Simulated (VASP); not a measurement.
# Tl (I4/mmm) in VASP: notebook

Runs on Tl. Level: PBEsol. Tasks: single point.

Everything below comes from runs of VASP 6.6.1. Logs are shortened: lines on timing, memory, paths and dates and some standing lists are left out, and cuts for length are marked.

## Step 1: The cell of the first run

It takes space group I4/mmm (No. 139, tetragonal). Conventional cell: a = 3.391 Å, b = 3.391 Å, c = 5.087 Å, α = 90.00°, β = 90.00°, γ = 90.00°. Within 4.5 Å of Tl (site symmetry 4/mmm) lie 12 Tl at 3.39 to 3.50 Å.

## Step 2: Single point, PBEsol

INCAR reads:

```
ALGO = Fast ; EDIFF = 1E-6
ENCUT = 520 ; GGA = PS
ISIF = 2 ; ISMEAR = 0
LASPH = T ; LCHARG = T
LELF = T ; LREAL = F
LVHAR = T ; LWAVE = F
NBANDS = 12 ; NELM = 100
PREC = Accurate ; SIGMA = 0.15
```

KPOINTS reads:

```
k-points
0
Gamma
  20 20 20
```

POSCAR reads:

```
Tl
1.0
   -1.6956196821      1.6956196821      2.5434295231
    1.6956196821     -1.6956196821      2.5434295231
    1.6956196821      1.6956196821     -2.5434295231
Tl
1
Direct
    0.0000000000      0.0000000000      0.0000000000
```

Potentials or basis: VASP PAW PBE potentials, release 64 (Tl_d).

Run with:

```sh
$ cat potpaw_PBE.64/Tl_d/POTCAR > POTCAR
$ mpirun -np 1 vasp_std > vasp.out
```

OUTCAR:

```text
EDIFF = 1E-6
   ENCUT = 520
   GGA = PS
   ISIF = 2
   ISMEAR = 0
   LASPH = T
   LREAL = F
   NELM = 100
   PREC = Accurate

 ion  position               nearest neighbor table
   1  0.000  0.000  0.000-

  LATTYP: Found a body centered tetragonal cell.
 ALAT       =     3.3912393642
 C/A-ratio  =     1.5000000000

  Lattice vectors:

 A1 = (  -1.6956196821,   1.6956196821,   2.5434295231)
 A2 = (   1.6956196821,  -1.6956196821,   2.5434295231)
 A3 = (   1.6956196821,   1.6956196821,  -2.5434295231)

Analysis of symmetry for initial positions (statically):
=====================================================================
 Subroutine PRICEL returns:
 Original cell was already a primitive cell.

 Routine SETGRP: Setting up the symmetry group for a
 body centered tetragonal supercell.

 Subroutine GETGRP returns: Found 16 space group operations
 (whereof 16 operations were pure point group operations)
 out of a pool of 16 trial point group operations.

The static configuration has the point symmetry D_4h.

Analysis of symmetry for dynamics (positions and initial velocities):
=====================================================================
 Subroutine PRICEL returns:
 Original cell was already a primitive cell.

 Routine SETGRP: Setting up the symmetry group for a
 body centered tetragonal supercell.

 Subroutine GETGRP returns: Found 16 space group operations
 (whereof 16 operations were pure point group operations)
 out of a pool of 16 trial point group operations.

The dynamic configuration has the point symmetry D_4h.

 Subroutine INISYM returns: Found 16 space group operations
 (whereof 16 operations are pure point group operations),
 and found     1 'primitive' translations

----------------------------------------------------------------------------------------

                                     Primitive cell

  volume of cell :      29.2507

  direct lattice vectors                    reciprocal lattice vectors
    -1.695619682  1.695619682  2.543429523     0.000000000  0.294877445  0.196584964
     1.695619682 -1.695619682  2.543429523     0.294877445  0.000000000  0.196584964
     1.695619682  1.695619682 -2.543429523     0.294877445  0.294877445  0.000000000

  length of vectors
     3.495609525  3.495609525  3.495609525     0.354398583  0.354398583  0.417019682

  position of ions in fractional coordinates (direct lattice)
     0.000000000  0.000000000  0.000000000

  ion indices of the primitive-cell ions
   primitive index   ion index
                 1           1

----------------------------------------------------------------------------------------

 KPOINTS: k-points

Automatic generation of k-mesh.
 Grid dimensions read from file:
 generate k-points for:   20   20   20

 Generating k-lattice:

  Cartesian coordinates                     Fractional coordinates (reciprocal lattice)
     0.000000000  0.014743872  0.009829248     0.050000000  0.000000000  0.000000000
     0.014743872  0.000000000  0.009829248     0.000000000  0.050000000  0.000000000
     0.014743872  0.014743872  0.000000000     0.000000000  0.000000000  0.050000000

  Length of vectors
     0.017719929  0.017719929  0.020850984

  Shift w.r.t. Gamma in fractional coordinates (k-lattice)
     0.000000000  0.000000000  0.000000000

 Subroutine IBZKPT returns following result:
 ===========================================

 Found    641 irreducible k-points:

 Following reciprocal coordinates:
            Coordinates               Weight
  0.000000  0.000000  0.000000      1.000000
  0.050000 -0.000000  0.000000      8.000000
  0.100000  0.000000  0.000000      8.000000
  0.150000  0.000000  0.000000      8.000000
  0.200000  0.000000  0.000000      8.000000
  0.250000  0.000000  0.000000      8.000000
[... 16 lines left out ...]
 -0.400000  0.050000 -0.000000     16.000000
 -0.350000  0.050000 -0.000000     16.000000
 [... further k-points ...]
   k-points           NKPTS =    641   k-points in BZ     NKDIM =    641   number of bands    NBANDS=     12
   number of dos      NEDOS =    301   number of ions     NIONS =      1
   total plane-waves  NPLWV =  21952
   dimension x,y,z NGX =    28 NGY =   28 NGZ =   28
   dimension x,y,z NGXF=    56 NGYF=   56 NGZF=   56
   ions per type =               1
   NGX,Y,Z   is equivalent  to a cutoff of  13.32, 13.32, 13.32 a.u.
   NGXF,Y,Z  is equivalent  to a cutoff of  26.63, 26.63, 26.63 a.u.
 SYSTEM =  unknown system
   PREC   = accura    normal or accurate (medium, high low for compatibility)
   ISTART =      0    job   : 0-new  1-cont  2-samecut
   ICHARG =      2    charge: 1-file 2-atom 10-const
   ISPIN  =      1    spin polarized calculation?
   LNONCOLLINEAR =      F non collinear calculations
   LSORBIT =      F    spin-orbit coupling
   LASPH  =      T    aspherical Exc in radial PAW
   ENCUT  =  520.0 eV  38.22 Ry    6.18 a.u.   6.50  6.50  6.50*2*pi/ulx,y,z
   NELM   =    100;   NELMIN=  2; NELMDL= -5     # of ELM steps
   EDIFF  = 0.1E-05   stopping-criterion for ELM
   LREAL  =      F    real-space projection
   EDIFFG = 0.1E-04   stopping-criterion for IOM
   NSW    =      0    number of steps for IOM
   IBRION =     -1    ionic relax: 0-MD 1-quasi-New 2-CG
   NFREE  =      0    steps in history (QN), initial steepest desc. (CG)
   ISIF   =      2    stress and relaxation
   ISYM   =      2    0-nonsym 1-usesym 2-fastsym
   POTIM  = 0.5000    time-step for ionic-motion
   TEBEG  =    0.0;   TEEND  =   0.0 temperature during run
   PSTRESS=    0.0 pullay stress
   NELECT =      13.0000    total number of electrons
   NUPDOWN=      -1.0000    fix difference up-down
   EMIN   =  10.00;   EMAX   =-10.00  energy-range for DOS
   EFERMI =   0.00;   METHOD = LEGACY
   ISMEAR =     0;   SIGMA  =   0.15  broadening in eV -4-tet -1-fermi 0-gaus
   EFERMI_NEDOS =   21; number of points for ismear=-14 and -15
   IALGO  =     68    algorithm
   IMIX   =      4    mixing-type and parameters
     AMIX     =   0.40;   BMIX     =  1.00
     AMIX_MAG =   1.60;   BMIX_MAG =  1.00
  volume/ion in A,a.u.               =      29.25       197.39
  Fermi-wavevector in a.u.,A,eV,Ry     =   1.249330  2.360891 21.236311  1.560825
  Thomas-Fermi vector in A             =   2.383375
   LORBIT       =      0    0 simple, 1 ext, 2 COOP (PROOUT), +10 PAW based schemes
   GGA     = PS    functional components
   LHFCALC =     F    Hartree Fock is set to
   AEXX    =    0.0000 exact exchange contribution
   IVDW    =     0    specifies the selected vdW correction
   LEPSILON=     F    determine dielectric tensor
   LRPA    =     F    only Hartree local field effects (RPA)
 non-spin polarized calculation
 RMM-DIIS sequential band-by-band and
 Gauss-broadening in eV      SIGMA  =   0.15
  energy-cutoff  :      520.00
  volume of cell :       29.25
 maximum number of plane-waves:       807
 NGX is ok and might be reduce to    28
   NGX = 13   NGY = 13   NGZ = 13

 number of electron      12.9999998 magnetization

 Free energy of the ion-electron system (eV)
  ---------------------------------------------------
  ext. energy  EPLUGINS =         0.00000000
  ---------------------------------------------------
  free energy    TOTEN  =        -2.61570052 eV

  energy without entropy =       -2.60870572  energy(sigma->0) =       -2.61220312

 E-fermi :   6.0856     XC(G=0): -10.2546

 val. band max:        6.0830400422   @ k =   0.5000   0.5000   0.2000
 cond. band min:       6.0872950691   @ k =  -0.3500  -0.4500   0.3000
 fundamental gap:      0.0042550268
 Fermi energy:         6.0855902259

 k-point     1 :       0.0000    0.0000    0.0000
  band No.  band energies     occupation
      1      -5.4496      2.00000
      2      -5.3221      2.00000
      3      -5.3221      2.00000
      4      -5.1632      2.00000
      5      -5.0454      2.00000
      6      -3.7657      2.00000
      7      16.2019      0.00000
      8      16.2019      0.00000
      9      16.3435      0.00000
     10      17.0823      0.00000
     11      20.2032      0.00000
     12      20.9295      0.00000

 k-point     2 :       0.0500   -0.0000    0.0000
  band No.  band energies     occupation
      1      -5.4442      2.00000
      2      -5.3224      2.00000
      3      -5.3159      2.00000
      4      -5.1630      2.00000
      5      -5.0478      2.00000
      6      -3.7133      2.00000
      7      15.5354      0.00000
      8      16.1598      0.00000
      9      16.2186      0.00000
     10      17.0345      0.00000
     11      20.4163      0.00000
     12      20.7844      0.00000

 k-point     3 :       0.1000    0.0000    0.0000
  band No.  band energies     occupation
      1      -5.4318      2.00000
      2      -5.3240      2.00000
      3      -5.2990      2.00000
      4      -5.1596      2.00000
      5      -5.0535      2.00000
      6      -3.5538      2.00000
      7      14.0567      0.00000
      8      15.9750      0.00000
      9      16.0417      0.00000
     10      17.0018      0.00000
     11      20.1995      0.00000
     12      20.8658      0.00000
[... 286 lines left out ...]
 k-point    23 :      -0.4000    0.0500   -0.0000
  band No.  band energies     occupation
      1      -5.5188      2.00000
      2      -5.3797      2.00000
      3      -5.2887      2.00000
      4      -4.9586      2.00000
      5      -4.8884      2.00000
      6      -0.5163      2.00000
      7       5.2941      2.00000
      8      13.5136      0.00000
      9      14.6553      0.00000
     10      16.6107      0.00000
     11      18.4690      0.00000
     12      19.9304      0.00000

 k-point    24 :      -0.3500    0.0500   -0.0000
  band No.  band energies     occupation
      1      -5.4914      2.00000
      2      -5.3657      2.00000
      3      -5.2734      2.00000
      4      -5.0034      2.00000
      5      -4.9350      2.00000
      6      -1.2695      2.00000
      7       6.6310      0.00000
      8      13.7238      0.00000
      9      14.8717      0.00000
     10      16.8607      0.00000
     11      18.6769      0.00000
     12      19.8845      0.00000

 [... further k-points ...]
[... 5 lines left out ...]
  --------------------------------------------------------------------------------------
  -------------------------------------------------------------------------------------
  Total       -0.2000129     -0.2000129     -0.2085463      0.0000000     -0.0000000      0.0000000
  in kB      -10.9554928    -10.9554928    -11.4229046      0.0000000     -0.0000000      0.0000000
  external PRESSURE =     -11.1112967 kB  Pullay stress =       0.0000000 kB

 VOLUME and BASIS-vectors are now :
 -----------------------------------------------------------------------------
  energy-cutoff  :      520.00
  volume of cell :       29.25
      direct lattice vectors                 reciprocal lattice vectors
    -1.695619682  1.695619682  2.543429523     0.000000000  0.294877445  0.196584964
     1.695619682 -1.695619682  2.543429523     0.294877445  0.000000000  0.196584964
     1.695619682  1.695619682 -2.543429523     0.294877445  0.294877445  0.000000000

 POSITION                                       TOTAL-FORCE (eV/Angst)
 -----------------------------------------------------------------------------------
      0.00000      0.00000      0.00000         0.000000      0.000000      0.000000
 -----------------------------------------------------------------------------------
    total drift:                                0.000000     -0.000000     -0.000000

  FREE ENERGIE OF THE ION-ELECTRON SYSTEM (eV)
  ---------------------------------------------------
  free  energy   TOTEN  =        -2.6157005242 eV

  energy  without entropy=       -2.6087057165  energy(sigma->0) =       -2.61220312
```

Run time: 2.6 min. Hardware: 1 thread of Intel Xeon Platinum 8259CL at 2.50GHz (Skylake/Cascade Lake), shared host; peak memory 0.33 GiB.

Results:

```yaml
Free_energy: -2.6157 eV
Pressure: -1.1 GPa
```

Caveat: the PAW data sets were made with another functional, which shifts forces and pressure a little; spin-orbit coupling is left out, which moves the levels of the heavy elements.

## Step 3: Single point, PBEsol

INCAR reads:

```
PREC     = Accurate       # precision mode
ENCUT    = 520            # plane-wave cutoff, eV
EDIFF    = 1E-6           # SCF threshold, eV
ISMEAR   = 0              # smearing method
SIGMA    = 0.15           # smearing width, eV
LREAL    = False          # projectors in reciprocal space
LASPH    = True           # aspherical terms in the spheres
NELM     = 80             # most SCF steps
ALGO     = Fast           # electronic algorithm
ISIF     = 2              # what is computed and relaxed
LWAVE    = False          # write WAVECAR
LCHARG   = False          # write CHGCAR
GGA      = PS             # functional
NBANDS   = 12             # bands
```

KPOINTS reads:

```
regular mesh
0
Gamma
  20 20 20
```

POSCAR reads:

```
Tl
1.0
   -1.7293214654      1.7293214654      2.4452605520
    1.7293214654     -1.7293214654      2.4452605520
    1.7293214654      1.7293214654     -2.4452605520
Tl
1
Direct
    0.0000000000      0.0000000000      0.0000000000
```

Potentials or basis: VASP PAW PBE potentials, release 64 (Tl_d).

Run with:

```sh
$ cat potpaw_PBE.64/Tl_d/POTCAR > POTCAR
$ mpirun -np 1 vasp_std > vasp.out
```

Run time: 78 s. Hardware: 1 thread of Intel Xeon 6975P-C (Granite Rapids), shared host; peak memory 0.33 GiB.

The run converged. Its results:

```
Free energy : -2.6166 eV
Pressure    : -1.1 GPa
```

Levels at points of the mesh, in eV from the Fermi level:
```
           k point  band 4  band 5  band 6  band 7  band 8  band 9
(0.00, 0.00, 0.00)  -11.17  -11.17   -9.84   10.16   10.16   10.16
(0.50, 0.00, 0.00)  -10.94  -10.94   -5.25   -2.77    8.13    8.13
(0.50, 0.50, 0.00)  -10.88  -10.88   -3.59   -1.71    4.07    4.07
(0.50, 0.50, 0.50)  -10.88  -10.88   -3.59   -1.70    4.07    4.07
```

Caveat: the PAW data sets were made with another functional, which shifts forces and pressure a little; spin-orbit coupling is left out, which moves the levels of the heavy elements.
